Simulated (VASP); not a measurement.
# NaCl in VASP: a series of runs

The runs below take NaCl through single point, with PBE.

Everything below comes from runs of VASP 6.6.1. Logs are shortened: lines on timing, memory, paths and dates and some standing lists are left out, and cuts for length are marked.

### Step 1. The cell of the first run

The cell holds a disordered packing, 10 atoms: a = 5.672 Å, b = 6.884 Å, c = 6.999 Å, α = 80.98°, β = 113.38°, γ = 112.80°.

### Step 2. Single point, PBE

INCAR reads:

```
PREC = Accurate ; ENCUT = 520
EDIFF = 1E-6 ; ISMEAR = 0
SIGMA = 0.1 ; LREAL = F
LASPH = T ; NELM = 100
ALGO = Normal ; ISIF = 2
LWAVE = F ; LCHARG = T
GGA = PE ; LELF = T
LVHAR = T ; ISYM = 0
NBANDS = 46
```

KPOINTS reads:

```
Automatic mesh
0
Gamma
  1 1 1
  0.25 0.25 0.25
```

POSCAR reads:

```
NaCl
1.0
    5.3897980441     -1.2347487829     -1.2651673023
   -1.1436660162      6.7711197655      0.4805369392
   -1.2113496965      0.4226183741      6.8804070899
Na Cl
5 5
Direct
    0.6959757074      0.3148795728      0.6611524581
    0.2925580111      1.1140500978      1.0597109633
   -0.1037918812      0.9159599689      0.4602775505
    0.4970261996      0.7147478938      0.8621124067
    0.1000798430      0.5160808492      0.2627120377
    0.5985075445      0.5149381667      0.2622238336
    0.3956263149     -0.0845783458      0.4606386054
    0.7945629974      0.1152236277      1.0605465700
    0.1963916600      0.3151590360      0.6613702828
    0.9965763180      0.7147960904      0.8612967212
```

Potentials or basis: VASP PAW PBE potentials, release 64 (Na_pv, Cl).

Command:

```console
$ cat potpaw_PBE.64/Na_pv/POTCAR potpaw_PBE.64/Cl/POTCAR > POTCAR
$ mpirun -np 1 vasp_std > vasp.out
```

OUTCAR:

```text
PREC = Accurate
   ENCUT = 520
   EDIFF = 1E-6
   ISMEAR = 0
   LREAL = F
   LASPH = T
   NELM = 100
   ISIF = 2
   GGA = PE
   ISYM = 0

 ion  position               nearest neighbor table
   1  0.696  0.315  0.661-
   2  0.293  0.114  0.060-
   3  0.896  0.916  0.460-
   4  0.497  0.715  0.862-
   5  0.100  0.516  0.263-
   6  0.599  0.515  0.262-
   7  0.396  0.915  0.461-
   8  0.795  0.115  0.061-
   9  0.196  0.315  0.661-
  10  0.997  0.715  0.861-

IMPORTANT INFORMATION: All symmetrisations will be switched off!
NOSYMM: (Re-)initialisation of all symmetry stuff for point group C_1.

----------------------------------------------------------------------------------------

                                     Primitive cell

  volume of cell :     231.2427

  direct lattice vectors                    reciprocal lattice vectors
     5.389798044 -1.234748783 -1.265167302     0.200590056  0.031511442  0.033379913
    -1.143666016  6.771119765  0.480536939     0.034426570  0.153740861 -0.003382227
    -1.211349696  0.422618374  6.880407090     0.034480044 -0.004943155  0.151714346

  length of vectors
     5.672316618  6.883818024  6.998998221     0.205775509  0.157584519  0.155661655

  position of ions in fractional coordinates (direct lattice)
     0.695975707  0.314879573  0.661152458
     0.292558011  0.114050098  0.059710963
     0.896208119  0.915959969  0.460277551
     0.497026200  0.714747894  0.862112407
     0.100079843  0.516080849  0.262712038
     0.598507545  0.514938167  0.262223834
     0.395626315  0.915421654  0.460638605
     0.794562997  0.115223628  0.060546570
     0.196391660  0.315159036  0.661370283
     0.996576318  0.714796090  0.861296721

  ion indices of the primitive-cell ions
   primitive index   ion index
                 1           1
                 2           2
                 3           3
                 4           4
                 5           5
                 6           6
                 7           7
                 8           8
                 9           9
                10          10

----------------------------------------------------------------------------------------

 KPOINTS: Automatic mesh

Automatic generation of k-mesh.
 Grid dimensions read from file:
 generate k-points for:    1    1    1

 Generating k-lattice:

  Cartesian coordinates                     Fractional coordinates (reciprocal lattice)
     0.200590056  0.031511442  0.033379913     1.000000000  0.000000000  0.000000000
     0.034426570  0.153740861 -0.003382227     0.000000000  1.000000000 -0.000000000
     0.034480044 -0.004943155  0.151714346     0.000000000  0.000000000  1.000000000

  Length of vectors
     0.205775509  0.157584519  0.155661655

  Shift w.r.t. Gamma in fractional coordinates (k-lattice)
     0.250000000  0.250000000  0.250000000

 Subroutine IBZKPT returns following result:
 ===========================================

 Found      1 irreducible k-points:

 Following reciprocal coordinates:
            Coordinates               Weight
  0.250000  0.250000  0.250000      2.000000
   k-points           NKPTS =      1   k-points in BZ     NKDIM =      1   number of bands    NBANDS=     46
   number of dos      NEDOS =    301   number of ions     NIONS =     10
   total plane-waves  NPLWV = 122472
   dimension x,y,z NGX =    42 NGY =   54 NGZ =   54
   dimension x,y,z NGXF=    84 NGYF=  108 NGZF=  108
   ions per type =               5   5
   NGX,Y,Z   is equivalent  to a cutoff of  12.31, 13.04, 12.83 a.u.
   NGXF,Y,Z  is equivalent  to a cutoff of  24.62, 26.08, 25.65 a.u.
 SYSTEM =  unknown system
   PREC   = accura    normal or accurate (medium, high low for compatibility)
   ISTART =      0    job   : 0-new  1-cont  2-samecut
   ICHARG =      2    charge: 1-file 2-atom 10-const
   ISPIN  =      1    spin polarized calculation?
   LNONCOLLINEAR =      F non collinear calculations
   LSORBIT =      F    spin-orbit coupling
   LASPH  =      T    aspherical Exc in radial PAW
   ENCUT  =  520.0 eV  38.22 Ry    6.18 a.u.  10.55 12.80 13.01*2*pi/ulx,y,z
   NELM   =    100;   NELMIN=  2; NELMDL= -5     # of ELM steps
   EDIFF  = 0.1E-05   stopping-criterion for ELM
   LREAL  =      F    real-space projection
   EDIFFG = 0.1E-04   stopping-criterion for IOM
   NSW    =      0    number of steps for IOM
   IBRION =     -1    ionic relax: 0-MD 1-quasi-New 2-CG
   NFREE  =      0    steps in history (QN), initial steepest desc. (CG)
   ISIF   =      2    stress and relaxation
   ISYM   =      0    0-nonsym 1-usesym 2-fastsym
   POTIM  = 0.5000    time-step for ionic-motion
   TEBEG  =    0.0;   TEEND  =   0.0 temperature during run
   PSTRESS=    0.0 pullay stress
   NELECT =      70.0000    total number of electrons
   NUPDOWN=      -1.0000    fix difference up-down
   EMIN   =  10.00;   EMAX   =-10.00  energy-range for DOS
   EFERMI =   0.00;   METHOD = LEGACY
   ISMEAR =     0;   SIGMA  =   0.10  broadening in eV -4-tet -1-fermi 0-gaus
   EFERMI_NEDOS =   21; number of points for ismear=-14 and -15
   IALGO  =     38    algorithm
   IMIX   =      4    mixing-type and parameters
     AMIX     =   0.40;   BMIX     =  1.00
     AMIX_MAG =   1.60;   BMIX_MAG =  1.00
  volume/ion in A,a.u.               =      23.12       156.05
  Fermi-wavevector in a.u.,A,eV,Ry     =   1.099221  2.077226 16.439728  1.208286
  Thomas-Fermi vector in A             =   2.235611
   LORBIT       =      0    0 simple, 1 ext, 2 COOP (PROOUT), +10 PAW based schemes
   GGA     = PE    functional components
   LHFCALC =     F    Hartree Fock is set to
   AEXX    =    0.0000 exact exchange contribution
   IVDW    =     0    specifies the selected vdW correction
   LEPSILON=     F    determine dielectric tensor
   LRPA    =     F    only Hartree local field effects (RPA)
 non-spin polarized calculation
 Gauss-broadening in eV      SIGMA  =   0.10
  energy-cutoff  :      520.00
  volume of cell :      231.24
 maximum number of plane-waves:      6240
 NGX is ok and might be reduce to    42
   NGX = 21   NGY = 25   NGZ = 27

 number of electron      69.9999999 magnetization

 Free energy of the ion-electron system (eV)
  ---------------------------------------------------
  ext. energy  EPLUGINS =         0.00000000
  ---------------------------------------------------
  free energy    TOTEN  =       -33.86380257 eV

  energy without entropy =      -33.86380257  energy(sigma->0) =      -33.86380257

 E-fermi :  -0.5647     XC(G=0):  -8.0346

 val. band max:       -1.0648069011   @ k =   0.2500   0.2500   0.2500
 cond. band min:       6.1422958265   @ k =   0.2500   0.2500   0.2500
 fundamental gap:      7.2071027276
 Fermi energy:        -0.5646874904

 k-point     1 :       0.2500    0.2500    0.2500
  band No.  band energies     occupation
      1     -21.8106      2.00000
      2     -21.8081      2.00000
      3     -21.8042      2.00000
      4     -21.8021      2.00000
      5     -21.7996      2.00000
      6     -21.7963      2.00000
[... 38 lines left out ...]
     45       9.0354      0.00000
     46       9.1047      0.00000

------------------------ aborting loop because EDIFF is reached ----------------------------------------

  FORCE on cell =-STRESS in cart. coord.  units (eV):
  Direction    XX          YY          ZZ          XY          YZ          ZX
  --------------------------------------------------------------------------------------
  -------------------------------------------------------------------------------------
  Total       -0.0931756      0.3597098     -0.0344126      0.0121312     -0.0136510     -0.1516156
  in kB       -0.6455724      2.4922692     -0.2384293      0.0840520     -0.0945814     -1.0504769
  external PRESSURE =       0.5360892 kB  Pullay stress =       0.0000000 kB

 VOLUME and BASIS-vectors are now :
 -----------------------------------------------------------------------------
  energy-cutoff  :      520.00
  volume of cell :      231.24
      direct lattice vectors                 reciprocal lattice vectors
     5.389798044 -1.234748783 -1.265167302     0.200590056  0.031511442  0.033379913
    -1.143666016  6.771119765  0.480536939     0.034426570  0.153740861 -0.003382227
    -1.211349696  0.422618374  6.880407090     0.034480044 -0.004943155  0.151714346

 POSITION                                       TOTAL-FORCE (eV/Angst)
 -----------------------------------------------------------------------------------
      2.59016      1.55215      3.81978         0.002633      0.002007      0.000193
      1.37406      0.43625      0.09551         0.021386      0.007780      0.008428
      3.22527      5.29000      2.47320        -0.002286     -0.006799      0.007124
      0.81712      4.59029      5.64633        -0.003070      0.002309     -0.005238
     -0.36905      3.48190      1.92894        -0.019704     -0.006483     -0.009320
      2.31927      2.85852      1.29444        -0.010967      0.000305     -0.007459
      0.52741      5.90460      3.10874         0.007290     -0.001223      0.004934
      4.07741     -0.17530     -0.53330         0.007139      0.001528      0.002958
     -0.10308      2.17099      4.45347        -0.000437     -0.000225     -0.000427
      3.51053      3.97345      5.00872        -0.001984      0.000802     -0.001191
 -----------------------------------------------------------------------------------
    total drift:                                0.000389     -0.000054      0.000205

  FREE ENERGIE OF THE ION-ELECTRON SYSTEM (eV)
  ---------------------------------------------------
  free  energy   TOTEN  =       -33.8638025743 eV

  energy  without entropy=      -33.8638025743  energy(sigma->0) =      -33.86380257
```

Wall time 11 s (1 thread of Intel Xeon 6975P-C (Granite Rapids), shared host); peak memory 0.31 GiB.

What came out:

| Quantity | Value |
| --- | --- |
| Free energy | -33.8638 eV |
| Pressure | 0.1 GPa |
| Largest force | 0.024 eV/Å |

Forces in eV/Å, atoms in the order of the input:
```
Na   0.003  0.002  0.000
Na   0.021  0.008  0.008
Na  -0.002 -0.007  0.007
Na  -0.003  0.002 -0.005
Na  -0.020 -0.006 -0.009
Cl  -0.011  0.000 -0.007
Cl   0.007 -0.001  0.005
Cl   0.007  0.002  0.003
Cl   0.000  0.000  0.000
Cl  -0.002  0.001 -0.001
```

Levels at points of the mesh, in eV from the Fermi level:
```csv
k point,band 31,band 32,band 33,band 34,band 35,band 36,band 37,band 38,band 39,band 40
"(0.25, 0.25, 0.25)",-0.74,-0.70,-0.66,-0.65,-0.50,6.71,7.13,7.42,7.55,7.75
```

Caveat: the k points lie up to 1.29 Å⁻¹ apart, too coarse for converged energies, forces and pressures.

### Step 3. Single point, PBE

INCAR reads:

```
PREC = Accurate
ENCUT = 520
EDIFF = 1E-7
ISMEAR = 0
SIGMA = 0.02
LREAL = F
LASPH = T
NELM = 80
ALGO = Normal
ISIF = 2
LWAVE = F
LCHARG = F
GGA = PE
NBANDS = 46
```

KPOINTS reads:

```
Automatic mesh
0
Gamma
  4 3 3
```

POSCAR reads:

```
NaCl
1.0
    5.3897980000     -1.2347490000     -1.2651670000
   -1.1436660000      6.7711200000      0.4805370000
   -1.2113500000      0.4226180000      6.8804070000
Na Cl
5 5
Direct
    0.6959757074      0.3148795728      0.6611524581
    0.2925580111      0.1140500978      0.0597109633
    0.8962081188      0.9159599689      0.4602775505
    0.4970261996      0.7147478938      0.8621124067
    0.1000798430      0.5160808492      0.2627120377
    0.5985075445      0.5149381667      0.2622238336
    0.3956263149      0.9154216542      0.4606386054
    0.7945629974      0.1152236277      0.0605465700
    0.1963916600      0.3151590360      0.6613702828
    0.9965763180      0.7147960904      0.8612967212
```

Potentials or basis: VASP PAW PBE potentials, release 64 (Na_pv, Cl).

Command:

```console
$ cat potpaw_PBE.64/Na_pv/POTCAR potpaw_PBE.64/Cl/POTCAR > POTCAR
$ mpirun -np 1 vasp_std > vasp.out
```

Wall time 1.8 min (1 thread of Intel Xeon 6975P-C (Granite Rapids), shared host); peak memory 0.38 GiB.

Results (log left out):

| Quantity | Value |
| --- | --- |
| Free energy | -33.8796 eV |
| Pressure | -0.1 GPa |
| Largest force | 0.024 eV/Å |
| Band gap on the k mesh | 4.93 eV |

Forces in eV/Å, atoms in the order of the input:
```
Na   0.003  0.002  0.000
Na   0.021  0.008  0.008
Na  -0.002 -0.007  0.007
Na  -0.003  0.002 -0.005
Na  -0.020 -0.007 -0.009
Cl  -0.014  0.003 -0.009
Cl   0.009 -0.002  0.006
Cl   0.009  0.000  0.004
Cl  -0.001  0.000 -0.001
Cl  -0.003  0.001 -0.002
```

Stress tensor (GPa, compression positive):
```
-0.11 -0.29 -0.18
-0.29  0.17  0.09
-0.18  0.09 -0.23
```

Levels at points of the mesh, in eV from the valence-band top:
| k point | band 31 | band 32 | band 33 | band 34 | band 35 | band 36 | band 37 | band 38 | band 39 | band 40 |
| --- | --- | --- | --- | --- | --- | --- | --- | --- | --- | --- |
| (0.00, 0.00, 0.00) | -0.59 | -0.59 | -0.11 | -0.06 | 0.00 | 4.93 | 8.55 | 8.56 | 8.59 | 8.59 |
| (0.50, 0.00, 0.00) | -0.46 | -0.36 | -0.33 | -0.24 | -0.24 | 7.12 | 7.33 | 7.34 | 8.50 | 8.51 |
